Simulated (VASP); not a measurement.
A run of VASP 6.6.1 is set up as follows.

The input INCAR:

```
ALGO = Normal
EDIFF = 1E-6
ENCUT = 520
GGA = PS
ISIF = 2
ISMEAR = 0
LASPH = T
LCHARG = F
LREAL = F
LWAVE = F
NBANDS = 35
NELM = 100
PREC = Accurate
SIGMA = 0.05
```

File KPOINTS:

```
k-points
0
Gamma
  12 12 2
```

Contents of POSCAR:

```
WS2
1.0
    3.1462408358      0.0000000000      0.0000000000
   -1.5731204179      2.7247244902      0.0000000000
    0.0000000000      0.0000000000     12.6966546967
W S
2 4
Direct
    0.3333333333      0.6666666667      0.2500000000
    0.6666666667      0.3333333333      0.7500000000
    0.3333333333      0.6666666667      0.6199879487
    0.6666666667      0.3333333333      0.1199879487
    0.3333333333      0.6666666667      0.8800120513
    0.6666666667      0.3333333333      0.3800120513
```

Potentials or basis: VASP PAW PBE potentials, release 64 (W_sv, S).

Command:

```console
$ cat potpaw_PBE.64/W_sv/POTCAR potpaw_PBE.64/S/POTCAR > POTCAR
$ mpirun -np 1 vasp_std > vasp.out
```

(1) What does it give for the pressure?

(2) Estimate the largest force.

(3) What does it give for the band gap on the k mesh?

Answers

(1) -8.0 GPa.

(2) 1.505 eV/Å.

(3) 1.04 eV (least direct gap 2.04 eV).

Caveat: the cell differs from its parent crystal (atoms shifted along a free coordinate); the cell stands under tension; the PAW data sets were made with another functional, which shifts forces and pressure a little; spin-orbit coupling is left out, which moves the levels of the heavy elements; this functional lacks dispersion, which binds the layers, so the pressure and a relaxed spacing across them are unreliable.
